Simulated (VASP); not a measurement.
# Tl (P6_3/mmc) in VASP: a series of runs

Runs on Tl. Level: PBE. Tasks: single point.

All numbers are computed with VASP 6.6.1; they aren't measurements. Logs are shortened: lines on timing, memory, paths and dates and some standing lists are left out, and cuts for length are marked.

## 1. The cell of the first run

The structure is hexagonal, space group P6_3/mmc (No. 194). Conventional cell: a = 3.638 Å, b = 3.638 Å, c = 5.716 Å, α = 90.00°, β = 90.00°, γ = 120.00°. Tl (site symmetry -6m2) has 12 Tl at 3.55 to 3.64 Å within 4.7 Å.

## 2. Single point, PBE (32.75 Å³/atom)

INCAR reads:

```
SYSTEM = Tl
ALGO = Normal
EDIFF = 1E-7
ENCUT = 520
GGA = PE
ISIF = 2
ISMEAR = -1
LASPH = .True.
LCHARG = .False.
LREAL = .False.
LWAVE = .False.
NBANDS = 20
NELM = 100
PREC = Accurate
SIGMA = 0.1
```

KPOINTS reads:

```
k-points
0
Gamma
  17 17 9
  0 0 0
```

POSCAR reads:

```
Tl
1.0
    3.6375280342      0.0000000000      0.0000000000
   -1.8187640171      3.1501916846      0.0000000000
    0.0000000000      0.0000000000      5.7161851751
Tl
2
Direct
    0.3333333333      0.6666666667      0.2500000000
    0.6666666667      0.3333333333      0.7500000000
```

Potentials or basis: VASP PAW PBE potentials, release 64 (Tl_d).

On the command line:

```
$ cat potpaw_PBE.64/Tl_d/POTCAR > POTCAR
$ mpirun -np 1 vasp_std > vasp.out
```

OUTCAR:

```text
SYSTEM = Tl
   EDIFF = 1E-7
   ENCUT = 520
   GGA = PE
   ISIF = 2
   ISMEAR = -1
   LASPH = .True.
   LREAL = .False.
   NELM = 100
   PREC = Accurate

 ion  position               nearest neighbor table
   1  0.333  0.667  0.250-   2 3.55   2 3.55   2 3.55   2 3.55   2 3.55   2 3.55
   2  0.667  0.333  0.750-   1 3.55   1 3.55   1 3.55   1 3.55   1 3.55   1 3.55

  LATTYP: Found a hexagonal cell.
 ALAT       =     3.6375280342
 C/A-ratio  =     1.5714477308

  Lattice vectors:

 A1 = (   3.6375280342,   0.0000000000,   0.0000000000)
 A2 = (  -1.8187640171,   3.1501916846,   0.0000000000)
 A3 = (   0.0000000000,   0.0000000000,   5.7161851751)

Analysis of symmetry for initial positions (statically):
=====================================================================
 Subroutine PRICEL returns:
 Original cell was already a primitive cell.

 Routine SETGRP: Setting up the symmetry group for a
 hexagonal supercell.

 Subroutine GETGRP returns: Found 24 space group operations
 (whereof 12 operations were pure point group operations)
 out of a pool of 24 trial point group operations.

The static configuration has the point symmetry D_3d.
 The point group associated with its full space group is D_6h.

Analysis of symmetry for dynamics (positions and initial velocities):
=====================================================================
 Subroutine PRICEL returns:
 Original cell was already a primitive cell.

 Routine SETGRP: Setting up the symmetry group for a
 hexagonal supercell.

 Subroutine GETGRP returns: Found 24 space group operations
 (whereof 12 operations were pure point group operations)
 out of a pool of 24 trial point group operations.

The dynamic configuration has the point symmetry D_3d.
 The point group associated with its full space group is D_6h.

 Subroutine INISYM returns: Found 24 space group operations
 (whereof 12 operations are pure point group operations),
 and found     1 'primitive' translations

----------------------------------------------------------------------------------------

                                     Primitive cell

  volume of cell :      65.5013

  direct lattice vectors                    reciprocal lattice vectors
     3.637528034  0.000000000  0.000000000     0.274911971  0.158720500  0.000000000
    -1.818764017  3.150191685  0.000000000     0.000000000  0.317441000  0.000000000
     0.000000000  0.000000000  5.716185175     0.000000000  0.000000000  0.174941848

  length of vectors
     3.637528034  3.637528034  5.716185175     0.317441000  0.317441000  0.174941848

  position of ions in fractional coordinates (direct lattice)
     0.333333333  0.666666667  0.250000000
     0.666666667  0.333333333  0.750000000

  ion indices of the primitive-cell ions
   primitive index   ion index
                 1           1
                 2           2

----------------------------------------------------------------------------------------

 KPOINTS: k-points

Automatic generation of k-mesh.
 Grid dimensions read from file:
 generate k-points for:   17   17    9

 Generating k-lattice:

  Cartesian coordinates                     Fractional coordinates (reciprocal lattice)
     0.016171292  0.009336500  0.000000000     0.058823529  0.000000000  0.000000000
     0.000000000  0.018673000  0.000000000     0.000000000  0.058823529  0.000000000
     0.000000000  0.000000000  0.019437983     0.000000000  0.000000000  0.111111111

  Length of vectors
     0.018673000  0.018673000  0.019437983

  Shift w.r.t. Gamma in fractional coordinates (k-lattice)
     0.000000000  0.000000000  0.000000000

 Subroutine IBZKPT returns following result:
 ===========================================

 Found    165 irreducible k-points:

 Following reciprocal coordinates:
            Coordinates               Weight
  0.000000  0.000000  0.000000      1.000000
  0.058824  0.000000  0.000000      6.000000
  0.117647  0.000000  0.000000      6.000000
  0.176471 -0.000000  0.000000      6.000000
  0.235294  0.000000  0.000000      6.000000
  0.294118  0.000000  0.000000      6.000000
[... 16 lines left out ...]
  0.411765  0.117647  0.000000     12.000000
  0.176471  0.176471  0.000000      6.000000
 [... further k-points ...]
   k-points           NKPTS =    165   k-points in BZ     NKDIM =    165   number of bands    NBANDS=     20
   number of dos      NEDOS =    301   number of ions     NIONS =      2
   total plane-waves  NPLWV =  37632
   dimension x,y,z NGX =    28 NGY =   28 NGZ =   48
   dimension x,y,z NGXF=    56 NGYF=   56 NGZF=   96
   ions per type =               2
   NGX,Y,Z   is equivalent  to a cutoff of  12.80, 12.80, 13.96 a.u.
   NGXF,Y,Z  is equivalent  to a cutoff of  25.59, 25.59, 27.92 a.u.
 SYSTEM =  Tl
   PREC   = accura    normal or accurate (medium, high low for compatibility)
   ISTART =      0    job   : 0-new  1-cont  2-samecut
   ICHARG =      2    charge: 1-file 2-atom 10-const
   ISPIN  =      1    spin polarized calculation?
   LNONCOLLINEAR =      F non collinear calculations
   LSORBIT =      F    spin-orbit coupling
   LASPH  =      T    aspherical Exc in radial PAW
   ENCUT  =  520.0 eV  38.22 Ry    6.18 a.u.   6.76  6.76 10.63*2*pi/ulx,y,z
   NELM   =    100;   NELMIN=  2; NELMDL= -5     # of ELM steps
   EDIFF  = 0.1E-06   stopping-criterion for ELM
   LREAL  =      F    real-space projection
   EDIFFG = 0.1E-05   stopping-criterion for IOM
   NSW    =      0    number of steps for IOM
   IBRION =     -1    ionic relax: 0-MD 1-quasi-New 2-CG
   NFREE  =      0    steps in history (QN), initial steepest desc. (CG)
   ISIF   =      2    stress and relaxation
   ISYM   =      2    0-nonsym 1-usesym 2-fastsym
   POTIM  = 0.5000    time-step for ionic-motion
   TEBEG  =    0.0;   TEEND  =   0.0 temperature during run
   PSTRESS=    0.0 pullay stress
   NELECT =      26.0000    total number of electrons
   NUPDOWN=      -1.0000    fix difference up-down
   EMIN   =  10.00;   EMAX   =-10.00  energy-range for DOS
   EFERMI =   0.00;   METHOD = LEGACY
   ISMEAR =    -1;   SIGMA  =   0.10  broadening in eV -4-tet -1-fermi 0-gaus
   EFERMI_NEDOS =   21; number of points for ismear=-14 and -15
   IALGO  =     38    algorithm
   IMIX   =      4    mixing-type and parameters
     AMIX     =   0.40;   BMIX     =  1.00
     AMIX_MAG =   1.60;   BMIX_MAG =  1.00
  volume/ion in A,a.u.               =      32.75       221.01
  Fermi-wavevector in a.u.,A,eV,Ry     =   1.203140  2.273604 19.695049  1.447545
  Thomas-Fermi vector in A             =   2.338901
   LORBIT       =      0    0 simple, 1 ext, 2 COOP (PROOUT), +10 PAW based schemes
   GGA     = PE    functional components
   LHFCALC =     F    Hartree Fock is set to
   AEXX    =    0.0000 exact exchange contribution
   IVDW    =     0    specifies the selected vdW correction
   LEPSILON=     F    determine dielectric tensor
   LRPA    =     F    only Hartree local field effects (RPA)
 non-spin polarized calculation
  energy-cutoff  :      520.00
  volume of cell :       65.50
 maximum number of plane-waves:      1777
 NGX is ok and might be reduce to    28
   NGX = 13   NGY = 13   NGZ = 21

 number of electron      26.0000002 magnetization

 Free energy of the ion-electron system (eV)
  ---------------------------------------------------
  ext. energy  EPLUGINS =         0.00000000
  ---------------------------------------------------
  free energy    TOTEN  =        -4.46060250 eV

  energy without entropy =       -4.42684552  energy(sigma->0) =       -4.44372401

 E-fermi :   5.2721     XC(G=0):  -9.5282

 val. band max:        5.2612889502   @ k =   0.4118   0.1765   0.2222
 cond. band min:       5.2733890299   @ k =   0.3529   0.0000   0.0000
 fundamental gap:      0.0121000797
 Fermi energy:         5.2720688838

 k-point     1 :       0.0000    0.0000    0.0000
  band No.  band energies     occupation
      1      -6.3202      2.00000
      2      -6.1794      2.00000
      3      -6.1791      2.00000
      4      -6.1791      2.00000
      5      -6.1414      2.00000
      6      -6.1414      2.00000
[... 12 lines left out ...]
     19      15.0593      0.00000
     20      15.2341      0.00000

 k-point     2 :       0.0588    0.0000    0.0000
  band No.  band energies     occupation
      1      -6.3134      2.00000
      2      -6.2004      2.00000
      3      -6.1690      2.00000
      4      -6.1557      2.00000
      5      -6.1409      2.00000
      6      -6.1319      2.00000
[... 12 lines left out ...]
     19      15.4303      0.00000
     20      15.4856      0.00000

 k-point     3 :       0.1176    0.0000    0.0000
  band No.  band energies     occupation
      1      -6.3012      2.00000
      2      -6.2156      2.00000
      3      -6.1434      2.00000
      4      -6.1398      2.00000
      5      -6.1353      2.00000
      6      -6.1321      2.00000
[... 12 lines left out ...]
     19      15.0845      0.00000
     20      16.2765      0.00000

 k-point     4 :       0.1765   -0.0000    0.0000
  band No.  band energies     occupation
      1      -6.3074      2.00000
      2      -6.2108      2.00000
      3      -6.1614      2.00000
      4      -6.1510      2.00000
      5      -6.1434      2.00000
      6      -6.0953      2.00000
[... 12 lines left out ...]
     19      14.3214      0.00000
     20      16.3400      0.00000

 k-point     5 :       0.2353    0.0000    0.0000
  band No.  band energies     occupation
      1      -6.3337      2.00000
      2      -6.2025      2.00000
      3      -6.1961      2.00000
      4      -6.1724      2.00000
      5      -6.1307      2.00000
      6      -6.0415      2.00000
[... 12 lines left out ...]
     19      13.8262      0.00000
     20      15.7579      0.00000
[... 353 lines left out ...]
      6      -6.0235      2.00000
[... 12 lines left out ...]
     19      13.8003      0.00000
     20      14.4573      0.00000

 k-point    22 :       0.3529    0.1176    0.0000
  band No.  band energies     occupation
      1      -6.3709      2.00000
      2      -6.3206      2.00000
      3      -6.2115      2.00000
      4      -6.2065      2.00000
      5      -6.0561      2.00000
      6      -6.0420      2.00000
[... 12 lines left out ...]
     19      13.5597      0.00000
     20      14.2908      0.00000

 k-point    23 :       0.4118    0.1176    0.0000
  band No.  band energies     occupation
      1      -6.3815      2.00000
      2      -6.3360      2.00000
      3      -6.2131      2.00000
      4      -6.2097      2.00000
      5      -6.0518      2.00000
      6      -6.0419      2.00000
[... 12 lines left out ...]
     19      13.4418      0.00000
     20      14.2071      0.00000

 k-point    24 :       0.1765    0.1765    0.0000
  band No.  band energies     occupation
      1      -6.2696      2.00000
      2      -6.2658      2.00000
      3      -6.2527      2.00000
      4      -6.1851      2.00000
      5      -6.0874      2.00000
      6      -6.0321      2.00000
[... 12 lines left out ...]
     19      13.8959      0.00000
     20      15.8443      0.00000

 [... further k-points ...]

------------------------ aborting loop because EDIFF is reached ----------------------------------------

  FORCE on cell =-STRESS in cart. coord.  units (eV):
  Direction    XX          YY          ZZ          XY          YZ          ZX
  --------------------------------------------------------------------------------------
  -------------------------------------------------------------------------------------
  Total       -0.4163767     -0.4163767     -0.3859181     -0.0000000      0.0000000      0.0000000
  in kB      -10.1846798    -10.1846798     -9.4396550     -0.0000000      0.0000000      0.0000000
  external PRESSURE =      -9.9363382 kB  Pullay stress =       0.0000000 kB

 VOLUME and BASIS-vectors are now :
 -----------------------------------------------------------------------------
  energy-cutoff  :      520.00
  volume of cell :       65.50
      direct lattice vectors                 reciprocal lattice vectors
     3.637528034  0.000000000  0.000000000     0.274911971  0.158720500  0.000000000
    -1.818764017  3.150191685  0.000000000     0.000000000  0.317441000  0.000000000
     0.000000000  0.000000000  5.716185175     0.000000000  0.000000000  0.174941848

 POSITION                                       TOTAL-FORCE (eV/Angst)
 -----------------------------------------------------------------------------------
     -0.00000      2.10013      1.42905         0.000000      0.000000      0.000000
      1.81876      1.05006      4.28714        -0.000000     -0.000000      0.000000
 -----------------------------------------------------------------------------------
    total drift:                               -0.000000      0.000000     -0.000000

  FREE ENERGIE OF THE ION-ELECTRON SYSTEM (eV)
  ---------------------------------------------------
  free  energy   TOTEN  =        -4.4606025015 eV

  energy  without entropy=       -4.4268455207  energy(sigma->0) =       -4.44372401
```

Run time: 4.2 min. Hardware: 1 thread of Intel Xeon 8259CL, shared host; peak memory 0.31 GiB.

Results:

```
Free energy            : -4.4606 eV
Pressure               : -1.0 GPa
Band gap on the k mesh : zero (bands 13 and 14 overlap by 4.00 eV)
```

Caveat: spin-orbit coupling is left out, which moves the levels of the heavy elements.

## 3. Single point, PBE (34.01 Å³/atom)

This run uses another cell than the first one, of 34.01 Å³/atom.

INCAR reads:

```
PREC = Accurate ; ENCUT = 520
EDIFF = 1E-6 ; ISMEAR = -1
SIGMA = 0.1 ; LREAL = False
LASPH = True ; NELM = 60
ALGO = Normal ; ISIF = 2
LWAVE = False ; LCHARG = False
GGA = PE ; NBANDS = 20
```

KPOINTS reads:

```
regular mesh
0
Gamma
  17 17 9
```

POSCAR reads:

```
Tl
1.0
    3.6835775815      0.0000000000      0.0000000000
   -1.8417887907      3.1900717623      0.0000000000
    0.0000000000      0.0000000000      5.7885496316
Tl
2
Direct
    0.3333333333      0.6666666667      0.2500000000
    0.6666666667      0.3333333333      0.7500000000
```

Potentials or basis: VASP PAW PBE potentials, release 64 (Tl_d).

On the command line:

```
$ cat potpaw_PBE.64/Tl_d/POTCAR > POTCAR
$ mpirun -np 1 vasp_std > vasp.out
```

Run time: 4.1 min. Hardware: 1 thread of Intel Xeon 8259CL, shared host; peak memory 0.31 GiB.

The run converged. Its results:

```
Free energy            : -4.4404 eV
Pressure               : -1.7 GPa
Band gap on the k mesh : zero (bands 13 and 14 overlap by 3.79 eV)
```

Levels at points of the mesh, in eV from the Fermi level:
| k point | band 11 | band 12 | band 13 | band 14 | band 15 | band 16 |
| --- | --- | --- | --- | --- | --- | --- |
| (0.00, 0.00, 0.00) | -9.01 | -5.08 | -2.17 | 6.67 | 6.67 | 8.44 |

Caveat: spin-orbit coupling is left out, which moves the levels of the heavy elements.
